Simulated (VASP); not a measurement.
A run of VASP 6.6.1 is set up as follows.

POSCAR

```
GdCo2B2
1.0
   -1.7661218600      1.7661218600      4.7155898500
    1.7661218600     -1.7661218600      4.7155898500
    1.7661218600      1.7661218600     -4.7155898500
Gd B Co
1 2 2
Direct
    0.0000000000      0.0000000000      0.0000000000
    0.3750000000      0.3750000000      0.0000000000
    0.6250000000      0.6250000000      0.0000000000
    0.7500000000      0.2500000000      0.5000000000
    0.2500000000      0.7500000000      0.5000000000
```

INCAR.step1

```
  PREC = Accurate
  ENCUT = 800
  ISMEAR = -1
  SIGMA = 0.0224
  LREAL = F
  LASPH = T
  NELM = 200
  ISPIN = 2
  MAGMOM = 7.72 -0.01 -0.01 -0.06 -0.06
  LMAXMIX = 6
  ISYM = 0
  NBANDS = 33
  GGA = PE
  ALGO = Normal
  EDIFF = 1E-5
  LWAVE = T
  LCHARG = F
  GGA_COMPAT = F
  KPAR = 4
```

The input INCAR.step2:

```
  PREC = Accurate
  ENCUT = 800
  EDIFF = 1E-6
  ISMEAR = -1
  SIGMA = 0.0224
  LREAL = F
  LASPH = T
  NELM = 200
  ALGO = Normal
  ISIF = 2
  LWAVE = F
  LCHARG = F
  ISPIN = 2
  MAGMOM = 7.72 -0.01 -0.01 -0.06 -0.06
  LORBIT = 11
  LMAXMIX = 6
  METAGGA = R2SCAN
  LMIXTAU = T
  ISYM = 0
  NBANDS = 33
  ISTART = 1
  GGA_COMPAT = F
  KPAR = 4
```

KPOINTS

```
regular mesh
0
Gamma
  7 7 7
```

Potentials or basis: VASP PAW PBE potentials, release 64 (Gd, B, Co).

Run with:

```console
$ cat potpaw_PBE.64/Gd/POTCAR potpaw_PBE.64/B/POTCAR potpaw_PBE.64/Co/POTCAR > POTCAR
$ cp INCAR.step1 INCAR
$ mpirun -np 4 vasp_std > vasp.out
$ cp INCAR.step2 INCAR
$ mpirun -np 4 vasp_std > vasp.out
```

**Question.** What does it give for the net moment?

**Answer.** 7.12 μB per cell.

**Question.** What does it give for the pressure?

**Answer.** -7.0 GPa.

Forces on the atoms (eV/Å):
```
Gd   0.000  0.000  0.000
B    0.000  0.000 -1.834
B    0.000  0.000  1.834
Co   0.000  0.000  0.000
Co   0.000  0.000  0.000
```

Caveat: the stress differs along the axes, from -12 to -4 GPa; the PAW data sets were made with another functional, which shifts forces and pressure a little.
